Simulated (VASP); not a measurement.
# CaF2 (Fluorite) in VASP: further runs

Runs on CaF2 (Fluorite). Level: r2SCAN. Tasks: single point.

Everything below comes from runs of VASP 6.6.1. Logs are shortened: lines on timing, memory, paths and dates and some standing lists are left out, and cuts for length are marked.

## (1) The cell of the first run

The structure is cubic, space group Fm-3m (No. 225). Conventional cell: a = 5.462 Å, b = 5.462 Å, c = 5.462 Å, α = 90.00°, β = 90.00°, γ = 90.00°. Within 3.1 Å of Ca (site symmetry m-3m) lie 8 F at 2.37 Å. F (site symmetry -43m) has 4 Ca at 2.37 Å and 6 F at 2.73 Å within 3.1 Å.

## (2) Single point, r2SCAN

File POSCAR:

```
CaF2
1.0
    0.0000000000      2.7310000000      2.7310000000
    2.7310000000      0.0000000000      2.7310000000
    2.7310000000      2.7310000000      0.0000000000
Ca F
1 2
Direct
    0.0000000000      0.0000000000      0.0000000000
    0.2500000000      0.2500000000      0.2500000000
    0.7500000000      0.7500000000      0.7500000000
```

File INCAR.step1:

```
PREC = Accurate
ENCUT = 660
ISMEAR = 0
SIGMA = 0.05
LREAL = False
LASPH = True
NELM = 120
NBANDS = 19
GGA = PE
ALGO = Normal
EDIFF = 1E-5
LWAVE = True
LCHARG = False
GGA_COMPAT = False
```

File INCAR.step2:

```
PREC = Accurate
ENCUT = 660
EDIFF = 1E-6
ISMEAR = 0
SIGMA = 0.05
LREAL = False
LASPH = True
NELM = 120
ALGO = Normal
ISIF = 2
LWAVE = False
LCHARG = False
METAGGA = R2SCAN
LMIXTAU = True
NBANDS = 19
ISTART = 1
GGA_COMPAT = False
```

File KPOINTS:

```
Automatic mesh
0
Gamma
  6 6 6
```

Potentials or basis: VASP PAW PBE potentials, release 64 (Ca_sv, F).

The run is started by

```bash
$ cat potpaw_PBE.64/Ca_sv/POTCAR potpaw_PBE.64/F/POTCAR > POTCAR
$ cp INCAR.step1 INCAR
$ mpirun -np 1 vasp_std > vasp.out
$ cp INCAR.step2 INCAR
$ mpirun -np 1 vasp_std > vasp.out
```

OUTCAR:

```text
PREC = Accurate
   ENCUT = 660
   EDIFF = 1E-6
   ISMEAR = 0
   LREAL = False
   LASPH = True
   NELM = 120
   ISIF = 2
   METAGGA = R2SCAN
   ISTART = 1

 ion  position               nearest neighbor table
   1  0.000  0.000  0.000-   3 2.37   3 2.37   3 2.37   2 2.37   3 2.37   2 2.37   2 2.37   2 2.37

   2  0.250  0.250  0.250-   1 2.37   1 2.37   1 2.37   1 2.37
   3  0.750  0.750  0.750-   1 2.37   1 2.37   1 2.37   1 2.37

  LATTYP: Found a face centered cubic cell.
 ALAT       =     5.4620000000

  Lattice vectors:

 A1 = (   0.0000000000,   2.7310000000,   2.7310000000)
 A2 = (   2.7310000000,   0.0000000000,   2.7310000000)
 A3 = (   2.7310000000,   2.7310000000,   0.0000000000)

Analysis of symmetry for initial positions (statically):
=====================================================================
 Subroutine PRICEL returns:
 Original cell was already a primitive cell.

 Routine SETGRP: Setting up the symmetry group for a
 face centered cubic supercell.

 Subroutine GETGRP returns: Found 48 space group operations
 (whereof 48 operations were pure point group operations)
 out of a pool of 48 trial point group operations.

The static configuration has the point symmetry O_h .

Analysis of symmetry for dynamics (positions and initial velocities):
=====================================================================
 Subroutine PRICEL returns:
 Original cell was already a primitive cell.

 Routine SETGRP: Setting up the symmetry group for a
 face centered cubic supercell.

 Subroutine GETGRP returns: Found 48 space group operations
 (whereof 48 operations were pure point group operations)
 out of a pool of 48 trial point group operations.

The dynamic configuration has the point symmetry O_h .

 Subroutine INISYM returns: Found 48 space group operations
 (whereof 48 operations are pure point group operations),
 and found     1 'primitive' translations

----------------------------------------------------------------------------------------

                                     Primitive cell

  volume of cell :      40.7376

  direct lattice vectors                    reciprocal lattice vectors
     0.000000000  2.731000000  2.731000000    -0.183083120  0.183083120  0.183083120
     2.731000000  0.000000000  2.731000000     0.183083120 -0.183083120  0.183083120
     2.731000000  2.731000000  0.000000000     0.183083120  0.183083120 -0.183083120

  length of vectors
     3.862217239  3.862217239  3.862217239     0.317109265  0.317109265  0.317109265

  position of ions in fractional coordinates (direct lattice)
     0.000000000  0.000000000  0.000000000
     0.250000000  0.250000000  0.250000000
     0.750000000  0.750000000  0.750000000

  ion indices of the primitive-cell ions
   primitive index   ion index
                 1           1
                 2           2
                 3           3

----------------------------------------------------------------------------------------

 KPOINTS: Automatic mesh

Automatic generation of k-mesh.
 Grid dimensions read from file:
 generate k-points for:    6    6    6

 Generating k-lattice:

  Cartesian coordinates                     Fractional coordinates (reciprocal lattice)
    -0.030513853  0.030513853  0.030513853     0.166666667  0.000000000  0.000000000
     0.030513853 -0.030513853  0.030513853     0.000000000  0.166666667  0.000000000
     0.030513853  0.030513853 -0.030513853     0.000000000  0.000000000  0.166666667

  Length of vectors
     0.052851544  0.052851544  0.052851544

  Shift w.r.t. Gamma in fractional coordinates (k-lattice)
     0.000000000  0.000000000  0.000000000

 Subroutine IBZKPT returns following result:
 ===========================================

 Found     16 irreducible k-points:

 Following reciprocal coordinates:
            Coordinates               Weight
  0.000000  0.000000  0.000000      1.000000
  0.166667  0.000000  0.000000      8.000000
  0.333333  0.000000  0.000000      8.000000
  0.500000  0.000000  0.000000      4.000000
  0.166667  0.166667  0.000000      6.000000
  0.333333  0.166667  0.000000     24.000000
[... 8 lines left out ...]
 -0.333333  0.333333  0.166667     24.000000
 -0.333333  0.500000  0.166667     12.000000
   k-points           NKPTS =     16   k-points in BZ     NKDIM =     16   number of bands    NBANDS=     19
   number of dos      NEDOS =    301   number of ions     NIONS =      3
   total plane-waves  NPLWV =  32768
   dimension x,y,z NGX =    32 NGY =   32 NGZ =   32
   dimension x,y,z NGXF=    64 NGYF=   64 NGZF=   64
   ions per type =               1   2
   NGX,Y,Z   is equivalent  to a cutoff of  13.77, 13.77, 13.77 a.u.
   NGXF,Y,Z  is equivalent  to a cutoff of  27.55, 27.55, 27.55 a.u.
 SYSTEM =  unknown system
   PREC   = accura    normal or accurate (medium, high low for compatibility)
   ISTART =      1    job   : 0-new  1-cont  2-samecut
   ICHARG =      0    charge: 1-file 2-atom 10-const
   ISPIN  =      1    spin polarized calculation?
   LNONCOLLINEAR =      F non collinear calculations
   LSORBIT =      F    spin-orbit coupling
   LASPH  =      T    aspherical Exc in radial PAW
   ENCUT  =  660.0 eV  48.51 Ry    6.96 a.u.   8.09  8.09  8.09*2*pi/ulx,y,z
   NELM   =    120;   NELMIN=  2; NELMDL=  0     # of ELM steps
   EDIFF  = 0.1E-05   stopping-criterion for ELM
   LREAL  =      F    real-space projection
   EDIFFG = 0.1E-04   stopping-criterion for IOM
   NSW    =      0    number of steps for IOM
   IBRION =     -1    ionic relax: 0-MD 1-quasi-New 2-CG
   NFREE  =      0    steps in history (QN), initial steepest desc. (CG)
   ISIF   =      2    stress and relaxation
   ISYM   =      2    0-nonsym 1-usesym 2-fastsym
   POTIM  = 0.5000    time-step for ionic-motion
   TEBEG  =    0.0;   TEEND  =   0.0 temperature during run
   PSTRESS=    0.0 pullay stress
   NELECT =      24.0000    total number of electrons
   NUPDOWN=      -1.0000    fix difference up-down
   EMIN   =  10.00;   EMAX   =-10.00  energy-range for DOS
   EFERMI =   0.00;   METHOD = LEGACY
   ISMEAR =     0;   SIGMA  =   0.05  broadening in eV -4-tet -1-fermi 0-gaus
   EFERMI_NEDOS =   21; number of points for ismear=-14 and -15
   IALGO  =     38    algorithm
   IMIX   =      4    mixing-type and parameters
     AMIX     =   0.40;   BMIX     =  1.00
     AMIX_MAG =   1.60;   BMIX_MAG =  1.00
  volume/ion in A,a.u.               =      13.58        91.64
  Fermi-wavevector in a.u.,A,eV,Ry     =   1.372398  2.593457 25.626266  1.883477
  Thomas-Fermi vector in A             =   2.498009
   LORBIT       =      0    0 simple, 1 ext, 2 COOP (PROOUT), +10 PAW based schemes
   METAGGA = R2SCAN    functional components
   LHFCALC =     F    Hartree Fock is set to
   AEXX    =    0.0000 exact exchange contribution
   IVDW    =     0    specifies the selected vdW correction
   LEPSILON=     F    determine dielectric tensor
   LRPA    =     F    only Hartree local field effects (RPA)
 non-spin polarized calculation
 Gauss-broadening in eV      SIGMA  =   0.05
  energy-cutoff  :      660.00
  volume of cell :       40.74
 maximum number of plane-waves:      1588
   NGX = 17   NGY = 17   NGZ = 17

 number of electron      23.9999989 magnetization

 Free energy of the ion-electron system (eV)
  ---------------------------------------------------
  ext. energy  EPLUGINS =         0.00000000
  ---------------------------------------------------
  free energy    TOTEN  =       -25.95982719 eV

  energy without entropy =      -25.95982719  energy(sigma->0) =      -25.95982719

 E-fermi :  -1.3069     XC(G=0): -10.2437

 val. band max:       -1.5466028451   @ k =   0.5000   0.5000   0.0000
 cond. band min:       6.4048986054   @ k =   0.0000   0.0000   0.0000
 fundamental gap:      7.9515014505
 Fermi energy:        -1.3068753733

 k-point     1 :       0.0000    0.0000    0.0000
  band No.  band energies     occupation
      1     -38.7920      2.00000
      2     -22.6096      2.00000
      3     -21.8603      2.00000
      4     -18.8549      2.00000
      5     -18.8549      2.00000
      6     -18.8549      2.00000
[... 11 lines left out ...]
     18      10.6149      0.00000
     19      16.2859      0.00000

 k-point     2 :       0.1667    0.0000    0.0000
  band No.  band energies     occupation
      1     -38.7836      2.00000
      2     -22.6528      2.00000
      3     -21.9284      2.00000
      4     -18.8654      2.00000
      5     -18.8654      2.00000
      6     -18.7605      2.00000
[... 11 lines left out ...]
     18      10.5453      0.00000
     19      15.1277      0.00000

 k-point     3 :       0.3333    0.0000    0.0000
  band No.  band energies     occupation
      1     -38.7667      2.00000
      2     -22.6836      2.00000
      3     -22.1274      2.00000
      4     -18.8862      2.00000
      5     -18.8862      2.00000
      6     -18.5572      2.00000
[... 11 lines left out ...]
     18      10.4071      0.00000
     19      13.6251      0.00000

 k-point     4 :       0.5000    0.0000    0.0000
  band No.  band energies     occupation
      1     -38.7582      2.00000
      2     -22.6547      2.00000
      3     -22.2730      2.00000
      4     -18.8966      2.00000
      5     -18.8966      2.00000
      6     -18.4504      2.00000
[... 231 lines left out ...]
     18      11.2598      0.00000
     19      14.6973      0.00000

 k-point    15 :      -0.3333    0.3333    0.1667
  band No.  band energies     occupation
      1     -38.7499      2.00000
      2     -22.5683      2.00000
      3     -22.4757      2.00000
      4     -18.9391      2.00000
      5     -18.6593      2.00000
      6     -18.5563      2.00000
[... 11 lines left out ...]
     18      12.4048      0.00000
     19      14.1399      0.00000

 k-point    16 :      -0.3333    0.5000    0.1667
  band No.  band energies     occupation
      1     -38.7471      2.00000
      2     -22.7026      2.00000
      3     -22.3573      2.00000
      4     -18.9603      2.00000
      5     -18.7605      2.00000
      6     -18.4268      2.00000
[... 11 lines left out ...]
     18      13.6258      0.00000
     19      14.0478      0.00000

------------------------ aborting loop because EDIFF is reached ----------------------------------------

  FORCE on cell =-STRESS in cart. coord.  units (eV):
  Direction    XX          YY          ZZ          XY          YZ          ZX
  --------------------------------------------------------------------------------------
  -------------------------------------------------------------------------------------
  Total       -0.1821453     -0.1821453     -0.1821453      0.0000000      0.0000000      0.0000000
  in kB       -7.1636351     -7.1636351     -7.1636351      0.0000000      0.0000000      0.0000000
  external PRESSURE =      -7.1636351 kB  Pullay stress =       0.0000000 kB

 VOLUME and BASIS-vectors are now :
 -----------------------------------------------------------------------------
  energy-cutoff  :      660.00
  volume of cell :       40.74
      direct lattice vectors                 reciprocal lattice vectors
     0.000000000  2.731000000  2.731000000    -0.183083120  0.183083120  0.183083120
     2.731000000  0.000000000  2.731000000     0.183083120 -0.183083120  0.183083120
     2.731000000  2.731000000  0.000000000     0.183083120  0.183083120 -0.183083120

 POSITION                                       TOTAL-FORCE (eV/Angst)
 -----------------------------------------------------------------------------------
      0.00000      0.00000      0.00000        -0.000000      0.000000      0.000000
      1.36550      1.36550      1.36550         0.000000     -0.000000     -0.000000
      4.09650      4.09650      4.09650         0.000000      0.000000      0.000000
 -----------------------------------------------------------------------------------
    total drift:                                0.000000     -0.000000      0.000000

  FREE ENERGIE OF THE ION-ELECTRON SYSTEM (eV)
  ---------------------------------------------------
  free  energy   TOTEN  =       -25.9598271872 eV

  energy  without entropy=      -25.9598271872  energy(sigma->0) =      -25.95982719
```

It took 42 s on 1 thread of Intel Xeon Platinum 8559C (Emerald Rapids), shared host; peak memory 0.18 GiB.

What came out:

- Free energy: -25.9598 eV
- Pressure: -0.7 GPa
- Band gap on the k mesh: 7.95 eV, indirect (least direct gap 8.21 eV)

Caveat: the PAW data sets were made with another functional, which shifts forces and pressure a little. r2SCAN opens gaps a little over a GGA but as a rule still falls short of measured ones.

## (3) Single point, r2SCAN

This run uses another cell than the first one, of 13.44 Å³/atom, 0.990 times its volume.

File POSCAR:

```
CaF2
1.0
    0.0000000000      2.7310000000      2.7036900000
    2.7310000000      0.0000000000      2.7036900000
    2.7310000000      2.7310000000      0.0000000000
Ca F
1 2
Direct
    0.0000000000      0.0000000000      0.0000000000
    0.2500000000      0.2500000000      0.2500000000
    0.7500000000      0.7500000000      0.7500000000
```

File INCAR.step1:

```
SYSTEM = CaF2
PREC = Accurate
ENCUT = 660
ISMEAR = 0
SIGMA = 0.05
LREAL = .FALSE.
LASPH = .TRUE.
NELM = 120
NBANDS = 19
GGA = PE
ALGO = Normal
EDIFF = 1E-5
LWAVE = .TRUE.
LCHARG = .FALSE.
GGA_COMPAT = .FALSE.
```

File INCAR.step2:

```
SYSTEM = CaF2
PREC = Accurate
ENCUT = 660
EDIFF = 1E-6
ISMEAR = 0
SIGMA = 0.05
LREAL = .FALSE.
LASPH = .TRUE.
NELM = 120
ALGO = Normal
ISIF = 2
LWAVE = .FALSE.
LCHARG = .TRUE.
METAGGA = R2SCAN
LMIXTAU = .TRUE.
LELF = .TRUE.
LVHAR = .TRUE.
NBANDS = 19
ISTART = 1
GGA_COMPAT = .FALSE.
```

File KPOINTS:

```
regular mesh
0
G
  6 6 6
  0 0 0
```

Potentials or basis: VASP PAW PBE potentials, release 64 (Ca_sv, F).

The run is started by

```bash
$ cat potpaw_PBE.64/Ca_sv/POTCAR potpaw_PBE.64/F/POTCAR > POTCAR
$ cp INCAR.step1 INCAR
$ mpirun -np 1 vasp_std > vasp.out
$ cp INCAR.step2 INCAR
$ mpirun -np 1 vasp_std > vasp.out
```

It took 60 s on 1 thread of Intel Xeon Platinum 8559C (Emerald Rapids), shared host; peak memory 0.2 GiB.

It converged, with:

```yaml
Free_energy: -25.9582 eV
Pressure: 0.2 GPa
Band_gap_on_the_k_mesh: 7.97 eV, indirect (least direct gap 8.22 eV)
```

Stress tensor (GPa, compression positive):
```
-0.22  0.00  0.00
 0.00 -0.22  0.00
 0.00  0.00  0.99
```

Levels at points of the mesh, in eV from the valence-band top:
| k point | band 8 | band 9 | band 10 | band 11 | band 12 | band 13 | band 14 | band 15 | band 16 | band 17 |
| --- | --- | --- | --- | --- | --- | --- | --- | --- | --- | --- |
| (0.00, 0.00, 0.00) | -2.16 | -2.16 | -0.32 | -0.32 | -0.25 | 7.97 | 9.98 | 10.04 | 12.19 | 12.19 |
| (0.50, 0.00, 0.00) | -1.55 | -1.32 | -1.29 | -0.88 | -0.88 | 10.20 | 10.21 | 10.69 | 11.24 | 11.92 |
| (0.50, 0.50, 0.00) | -1.70 | -1.70 | -0.42 | -0.42 | 0.00 | 8.75 | 10.51 | 10.95 | 11.84 | 11.84 |
| (0.50, 0.00, 0.50) | -1.72 | -1.68 | -0.43 | -0.35 | -0.06 | 8.74 | 10.44 | 10.95 | 11.81 | 11.83 |

Caveat: the PAW data sets were made with another functional, which shifts forces and pressure a little. A k mesh can miss the band edges.

## (4) Single point, r2SCAN

This run uses another cell than the first one, of 13.49 Å³/atom, 0.993 times its volume.

File POSCAR:

```
CaF2
1.0
    0.0000000000      2.7310000000      2.7127933333
    2.7310000000      0.0000000000      2.7127933333
    2.7310000000      2.7310000000      0.0000000000
Ca F
1 2
Direct
    0.0000000000      0.0000000000      0.0000000000
    0.2500000000      0.2500000000      0.2500000000
    0.7500000000      0.7500000000      0.7500000000
```

File INCAR.step1:

```
  ALGO = Normal
  EDIFF = 1E-5
  ENCUT = 660
  GGA = PE
  GGA_COMPAT = F
  ISMEAR = 0
  LASPH = T
  LCHARG = F
  LREAL = F
  LWAVE = T
  NBANDS = 19
  NELM = 120
  PREC = Accurate
  SIGMA = 0.05
```

File INCAR.step2:

```
  ALGO = Normal
  EDIFF = 1E-6
  ENCUT = 660
  GGA_COMPAT = F
  ISIF = 2
  ISMEAR = 0
  ISTART = 1
  LASPH = T
  LCHARG = T
  LELF = T
  LMIXTAU = T
  LREAL = F
  LVHAR = T
  LWAVE = F
  METAGGA = R2SCAN
  NBANDS = 19
  NELM = 120
  PREC = Accurate
  SIGMA = 0.05
```

File KPOINTS:

```
k-points
0
Gamma
  6 6 6
```

The run is started by

```bash
$ cat potpaw_PBE.64/Ca_sv/POTCAR potpaw_PBE.64/F/POTCAR > POTCAR
$ cp INCAR.step1 INCAR
$ mpirun -np 1 vasp_std > vasp.out
$ cp INCAR.step2 INCAR
$ mpirun -np 1 vasp_std > vasp.out
```

It took 60 s on 1 thread of Intel Xeon Platinum 8559C (Emerald Rapids), shared host; peak memory 0.2 GiB.

The run converged. Its results:

* Free energy: -25.9593 eV
* Pressure: -0.1 GPa
* Band gap on the k mesh: 7.96 eV, indirect (least direct gap 8.22 eV)

Stress tensor (GPa, compression positive):
```
-0.39  0.00  0.00
 0.00 -0.39  0.00
 0.00  0.00  0.41
```

Levels at points of the mesh, in eV from the valence-band top:
| k point | band 10 | band 11 | band 12 | band 13 | band 14 | band 15 |
| --- | --- | --- | --- | --- | --- | --- |
| (0.00, 0.00, 0.00) | -0.30 | -0.30 | -0.25 | 7.96 | 9.99 | 10.03 |
| (0.50, 0.00, 0.00) | -1.27 | -0.87 | -0.86 | 10.20 | 10.21 | 10.68 |
| (0.50, 0.50, 0.00) | -0.40 | -0.40 | 0.00 | 8.75 | 10.49 | 10.95 |
| (0.50, 0.00, 0.50) | -0.41 | -0.35 | -0.04 | 8.75 | 10.44 | 10.95 |

Caveat: the PAW data sets were made with another functional, which shifts forces and pressure a little.

(Part 1 of 2 ends here.)
